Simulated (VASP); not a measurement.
# Al3Cu (P4/mmm) in VASP: notebook

Al3Cu is run at these levels: PBEsol; tasks: single point.

All numbers are computed with VASP 6.6.1; they aren't measurements. Logs are shortened: lines on timing, memory, paths and dates and some standing lists are left out, and cuts for length are marked.

### 1 The cell of the first run

The structure is tetragonal, space group P4/mmm (No. 123). Conventional cell: a = 2.778 Å, b = 2.778 Å, c = 7.513 Å, α = 90.00°, β = 90.00°, γ = 90.00°. Al (site symmetry 4/mmm) has 16 Al at 2.78 to 3.93 Å and 2 Cu at 3.76 Å within 4.0 Å. Within 3.4 Å of Al (site symmetry 4mm) lie 4 Cu at 2.60 Å and 9 Al at 2.78 to 3.40 Å. Within 3.4 Å of Cu (site symmetry 4/mmm) lie 8 Al at 2.60 Å and 4 Cu at 2.78 Å.

### 2 Single point, PBEsol

File INCAR:

```
SYSTEM = Al3Cu
ALGO = Normal
EDIFF = 1E-6
ENCUT = 520
GGA = PS
ISIF = 2
ISMEAR = 0
LASPH = .True.
LCHARG = .False.
LREAL = .False.
LWAVE = .False.
NBANDS = 18
NELM = 80
PREC = Accurate
SIGMA = 0.1
```

File KPOINTS:

```
k-points
0
Gamma
  12 12 6
  0 0 0
```

File POSCAR:

```
Al3Cu
1.0
    2.7784054294      0.0000000000      0.0000000000
    0.0000000000      2.7784054294      0.0000000000
    0.0000000000      0.0000000000      7.5134034100
Al Cu
3 1
Direct
    0.0000000000      0.0000000000      0.5000000000
    0.5000000000      0.5000000000      0.2261155100
    0.5000000000      0.5000000000      0.7738844900
    0.0000000000      0.0000000000      0.0000000000
```

Potentials or basis: VASP PAW PBE potentials, release 64 (Al, Cu).

The run is started by

```
$ cat potpaw_PBE.64/Al/POTCAR potpaw_PBE.64/Cu/POTCAR > POTCAR
$ mpirun -np 1 vasp_std > vasp.out
```

OUTCAR:

```text
SYSTEM = Al3Cu
   EDIFF = 1E-6
   ENCUT = 520
   GGA = PS
   ISIF = 2
   ISMEAR = 0
   LASPH = .True.
   LREAL = .False.
   NELM = 80
   PREC = Accurate

 ion  position               nearest neighbor table
   1  0.000  0.000  0.500-   2 2.85   3 2.85   2 2.85   3 2.85   2 2.85   3 2.85   2 2.85   3 2.85

   2  0.500  0.500  0.226-   4 2.60   4 2.60   4 2.60   4 2.60   1 2.85   1 2.85   1 2.85   1 2.85

   3  0.500  0.500  0.774-   4 2.60   4 2.60   4 2.60   4 2.60   1 2.85   1 2.85   1 2.85   1 2.85

   4  0.000  0.000  0.000-   2 2.60   3 2.60   2 2.60   3 2.60   2 2.60   3 2.60   2 2.60   3 2.60

  LATTYP: Found a simple tetragonal cell.
 ALAT       =     2.7784054294
 C/A-ratio  =     2.7042141980

  Lattice vectors:

 A1 = (   2.7784054294,   0.0000000000,   0.0000000000)
 A2 = (   0.0000000000,   2.7784054294,   0.0000000000)
 A3 = (   0.0000000000,   0.0000000000,   7.5134034100)

Analysis of symmetry for initial positions (statically):
=====================================================================
 Subroutine PRICEL returns:
 Original cell was already a primitive cell.

 Routine SETGRP: Setting up the symmetry group for a
 simple tetragonal supercell.

 Subroutine GETGRP returns: Found 16 space group operations
 (whereof 16 operations were pure point group operations)
 out of a pool of 16 trial point group operations.

The static configuration has the point symmetry D_4h.

Analysis of symmetry for dynamics (positions and initial velocities):
=====================================================================
 Subroutine PRICEL returns:
 Original cell was already a primitive cell.

 Routine SETGRP: Setting up the symmetry group for a
 simple tetragonal supercell.

 Subroutine GETGRP returns: Found 16 space group operations
 (whereof 16 operations were pure point group operations)
 out of a pool of 16 trial point group operations.

The dynamic configuration has the point symmetry D_4h.

 Subroutine INISYM returns: Found 16 space group operations
 (whereof 16 operations are pure point group operations),
 and found     1 'primitive' translations

----------------------------------------------------------------------------------------

                                     Primitive cell

  volume of cell :      58.0000

  direct lattice vectors                    reciprocal lattice vectors
     2.778405429  0.000000000  0.000000000     0.359918675  0.000000000  0.000000000
     0.000000000  2.778405429  0.000000000     0.000000000  0.359918675  0.000000000
     0.000000000  0.000000000  7.513403410     0.000000000  0.000000000  0.133095476

  length of vectors
     2.778405429  2.778405429  7.513403410     0.359918675  0.359918675  0.133095476

  position of ions in fractional coordinates (direct lattice)
     0.000000000  0.000000000  0.500000000
     0.500000000  0.500000000  0.226115510
     0.500000000  0.500000000  0.773884490
     0.000000000  0.000000000  0.000000000

  ion indices of the primitive-cell ions
   primitive index   ion index
                 1           1
                 2           2
                 3           3
                 4           4

----------------------------------------------------------------------------------------

 KPOINTS: k-points

Automatic generation of k-mesh.
 Grid dimensions read from file:
 generate k-points for:   12   12    6

 Generating k-lattice:

  Cartesian coordinates                     Fractional coordinates (reciprocal lattice)
     0.029993223  0.000000000  0.000000000     0.083333333  0.000000000  0.000000000
     0.000000000  0.029993223  0.000000000     0.000000000  0.083333333  0.000000000
     0.000000000  0.000000000  0.022182579     0.000000000  0.000000000  0.166666667

  Length of vectors
     0.029993223  0.029993223  0.022182579

  Shift w.r.t. Gamma in fractional coordinates (k-lattice)
     0.000000000  0.000000000  0.000000000

 Subroutine IBZKPT returns following result:
 ===========================================

 Found    112 irreducible k-points:

 Following reciprocal coordinates:
            Coordinates               Weight
  0.000000  0.000000  0.000000      1.000000
  0.083333  0.000000  0.000000      4.000000
  0.166667  0.000000  0.000000      4.000000
  0.250000  0.000000  0.000000      4.000000
  0.333333  0.000000  0.000000      4.000000
  0.416667  0.000000  0.000000      4.000000
[... 16 lines left out ...]
  0.333333  0.333333  0.000000      4.000000
  0.416667  0.333333  0.000000      8.000000
 [... further k-points ...]
   k-points           NKPTS =    112   k-points in BZ     NKDIM =    112   number of bands    NBANDS=     18
   number of dos      NEDOS =    301   number of ions     NIONS =      4
   total plane-waves  NPLWV =  32256
   dimension x,y,z NGX =    24 NGY =   24 NGZ =   56
   dimension x,y,z NGXF=    48 NGYF=   48 NGZF=  112
   ions per type =               3   1
   NGX,Y,Z   is equivalent  to a cutoff of  14.36, 14.36, 12.39 a.u.
   NGXF,Y,Z  is equivalent  to a cutoff of  28.72, 28.72, 24.78 a.u.
 SYSTEM =  Al3Cu
   PREC   = accura    normal or accurate (medium, high low for compatibility)
   ISTART =      0    job   : 0-new  1-cont  2-samecut
   ICHARG =      2    charge: 1-file 2-atom 10-const
   ISPIN  =      1    spin polarized calculation?
   LNONCOLLINEAR =      F non collinear calculations
   LSORBIT =      F    spin-orbit coupling
   LASPH  =      T    aspherical Exc in radial PAW
   ENCUT  =  520.0 eV  38.22 Ry    6.18 a.u.   5.17  5.17 13.97*2*pi/ulx,y,z
   NELM   =     80;   NELMIN=  2; NELMDL= -5     # of ELM steps
   EDIFF  = 0.1E-05   stopping-criterion for ELM
   LREAL  =      F    real-space projection
   EDIFFG = 0.1E-04   stopping-criterion for IOM
   NSW    =      0    number of steps for IOM
   IBRION =     -1    ionic relax: 0-MD 1-quasi-New 2-CG
   NFREE  =      0    steps in history (QN), initial steepest desc. (CG)
   ISIF   =      2    stress and relaxation
   ISYM   =      2    0-nonsym 1-usesym 2-fastsym
   POTIM  = 0.5000    time-step for ionic-motion
   TEBEG  =    0.0;   TEEND  =   0.0 temperature during run
   PSTRESS=    0.0 pullay stress
   NELECT =      20.0000    total number of electrons
   NUPDOWN=      -1.0000    fix difference up-down
   EMIN   =  10.00;   EMAX   =-10.00  energy-range for DOS
   EFERMI =   0.00;   METHOD = LEGACY
   ISMEAR =     0;   SIGMA  =   0.10  broadening in eV -4-tet -1-fermi 0-gaus
   EFERMI_NEDOS =   21; number of points for ismear=-14 and -15
   IALGO  =     38    algorithm
   IMIX   =      4    mixing-type and parameters
     AMIX     =   0.40;   BMIX     =  1.00
     AMIX_MAG =   1.60;   BMIX_MAG =  1.00
  volume/ion in A,a.u.               =      14.50        97.85
  Fermi-wavevector in a.u.,A,eV,Ry     =   1.148001  2.169407 17.931197  1.317906
  Thomas-Fermi vector in A             =   2.284678
   LORBIT       =      0    0 simple, 1 ext, 2 COOP (PROOUT), +10 PAW based schemes
   GGA     = PS    functional components
   LHFCALC =     F    Hartree Fock is set to
   AEXX    =    0.0000 exact exchange contribution
   IVDW    =     0    specifies the selected vdW correction
   LEPSILON=     F    determine dielectric tensor
   LRPA    =     F    only Hartree local field effects (RPA)
 non-spin polarized calculation
 Gauss-broadening in eV      SIGMA  =   0.10
  energy-cutoff  :      520.00
  volume of cell :       58.00
 maximum number of plane-waves:      1584
 NGX is ok and might be reduce to    24
   NGX = 11   NGY = 11   NGZ = 27

 number of electron      20.0000014 magnetization

 Free energy of the ion-electron system (eV)
  ---------------------------------------------------
  ext. energy  EPLUGINS =         0.00000000
  ---------------------------------------------------
  free energy    TOTEN  =       -16.94704276 eV

  energy without entropy =      -16.93937094  energy(sigma->0) =      -16.94320685

 E-fermi :   8.4732     XC(G=0): -10.9992

 val. band max:        8.4645736642   @ k =   0.3333   0.2500   0.3333
 cond. band min:       8.4857894806   @ k =   0.2500   0.0833   0.5000
 fundamental gap:      0.0212158164
 Fermi energy:         8.4732175431

 k-point     1 :       0.0000    0.0000    0.0000
  band No.  band energies     occupation
      1      -2.7668      2.00000
      2      -0.3153      2.00000
      3       0.0328      2.00000
      4       4.0497      2.00000
      5       4.1395      2.00000
      6       4.9304      2.00000
[... 10 lines left out ...]
     17      17.7151      0.00000
     18      17.7151      0.00000

 k-point     2 :       0.0833    0.0000    0.0000
  band No.  band energies     occupation
      1      -2.6325      2.00000
      2      -0.1938      2.00000
      3       0.1677      2.00000
      4       4.0740      2.00000
      5       4.1769      2.00000
      6       4.8461      2.00000
[... 10 lines left out ...]
     17      17.8633      0.00000
     18      18.2051      0.00000

 k-point     3 :       0.1667    0.0000    0.0000
  band No.  band energies     occupation
      1      -2.2312      2.00000
      2       0.1673      2.00000
      3       0.5693      2.00000
      4       4.1324      2.00000
      5       4.2794      2.00000
      6       4.6592      2.00000
[... 10 lines left out ...]
     17      18.3019      0.00000
     18      18.5366      0.00000

 k-point     4 :       0.2500    0.0000    0.0000
  band No.  band energies     occupation
      1      -1.5675      2.00000
      2       0.7545      2.00000
      3       1.2274      2.00000
      4       4.1946      2.00000
      5       4.3966      2.00000
      6       4.4603      2.00000
[... 375 lines left out ...]
      4       4.1055      2.00000
      5       4.1951      2.00000
      6       4.6874      2.00000
[... 10 lines left out ...]
     17      14.6141      0.00000
     18      14.7431      0.00000

 k-point    23 :       0.3333    0.3333    0.0000
  band No.  band energies     occupation
      1       1.3644      2.00000
      2       3.0005      2.00000
      3       3.5036      2.00000
      4       4.1875      2.00000
      5       4.6952      2.00000
      6       4.9079      2.00000
[... 10 lines left out ...]
     17      13.9931      0.00000
     18      16.0521      0.00000

 k-point    24 :       0.4167    0.3333    0.0000
  band No.  band energies     occupation
      1       2.3840      2.00000
      2       3.4632      2.00000
      3       3.6612      2.00000
      4       4.0745      2.00000
      5       4.7814      2.00000
      6       4.9967      2.00000
[... 10 lines left out ...]
     17      13.9103      0.00000
     18      14.3549      0.00000

 [... further k-points ...]

------------------------ aborting loop because EDIFF is reached ----------------------------------------

  FORCE on cell =-STRESS in cart. coord.  units (eV):
  Direction    XX          YY          ZZ          XY          YZ          ZX
  --------------------------------------------------------------------------------------
  -------------------------------------------------------------------------------------
  Total        0.4024163      0.4024163      0.6168137      0.0000000      0.0000000      0.0000000
  in kB       11.1162483     11.1162483     17.0387089      0.0000000      0.0000000      0.0000000
  external PRESSURE =      13.0904018 kB  Pullay stress =       0.0000000 kB

 VOLUME and BASIS-vectors are now :
 -----------------------------------------------------------------------------
  energy-cutoff  :      520.00
  volume of cell :       58.00
      direct lattice vectors                 reciprocal lattice vectors
     2.778405429  0.000000000  0.000000000     0.359918675  0.000000000  0.000000000
     0.000000000  2.778405429  0.000000000     0.000000000  0.359918675  0.000000000
     0.000000000  0.000000000  7.513403410     0.000000000  0.000000000  0.133095476

 POSITION                                       TOTAL-FORCE (eV/Angst)
 -----------------------------------------------------------------------------------
      0.00000      0.00000      3.75670         0.000000      0.000000      0.000000
      1.38920      1.38920      1.69890        -0.000000      0.000000     -0.213572
      1.38920      1.38920      5.81451         0.000000     -0.000000      0.213572
      0.00000      0.00000      0.00000         0.000000      0.000000      0.000000
 -----------------------------------------------------------------------------------
    total drift:                                0.000000      0.000000     -0.000000

  FREE ENERGIE OF THE ION-ELECTRON SYSTEM (eV)
  ---------------------------------------------------
  free  energy   TOTEN  =       -16.9470427603 eV

  energy  without entropy=      -16.9393709361  energy(sigma->0) =      -16.94320685
```

Run time: 2.1 min. Hardware: 1 thread of Intel Xeon Platinum 8375C at 2.90GHz (Ice Lake), shared host; peak memory 0.25 GiB.

What came out:

```
Free energy            : -16.9470 eV
Pressure               : 1.3 GPa
Largest force          : 0.214 eV/Å
Band gap on the k mesh : zero (bands 10 and 11 overlap by 6.16 eV)
```

Forces on the atoms (eV/Å):
```
Al   0.000  0.000  0.000
Al   0.000  0.000 -0.214
Al   0.000  0.000  0.214
Cu   0.000  0.000  0.000
```

Levels at points of the mesh, in eV from the Fermi level:
| k point | band 6 | band 7 | band 8 | band 9 | band 10 | band 11 | band 12 | band 13 | band 14 | band 15 |
| --- | --- | --- | --- | --- | --- | --- | --- | --- | --- | --- |
| (0.00, 0.00, 0.00) | -3.54 | -3.54 | -3.15 | -1.66 | 0.75 | 6.30 | 6.60 | 6.60 | 7.96 | 9.00 |
| (0.50, 0.00, 0.00) | -3.99 | -3.62 | -3.60 | -3.44 | -2.33 | -1.77 | 2.82 | 3.99 | 4.25 | 5.37 |
| (0.50, 0.50, 0.00) | -2.55 | -2.55 | -0.56 | -0.41 | 0.23 | 0.23 | 0.51 | 0.51 | 0.72 | 2.10 |
| (0.00, 0.00, 0.50) | -3.54 | -3.54 | -3.44 | -3.15 | 4.39 | 5.88 | 6.28 | 7.10 | 7.10 | 7.40 |
| (0.50, 0.00, 0.50) | -4.19 | -3.62 | -3.44 | -2.55 | -0.93 | -0.86 | 0.16 | 0.93 | 8.90 | 8.95 |
| (0.50, 0.50, 0.50) | -1.74 | -1.74 | -1.73 | -1.73 | -0.62 | -0.59 | 0.65 | 1.71 | 3.34 | 3.34 |

Caveat: the PAW data sets were made with another functional, which shifts forces and pressure a little.

[end of part 1 of 2]

The gap in the log of VASP goes by the Fermi energy; the results here count the filled bands.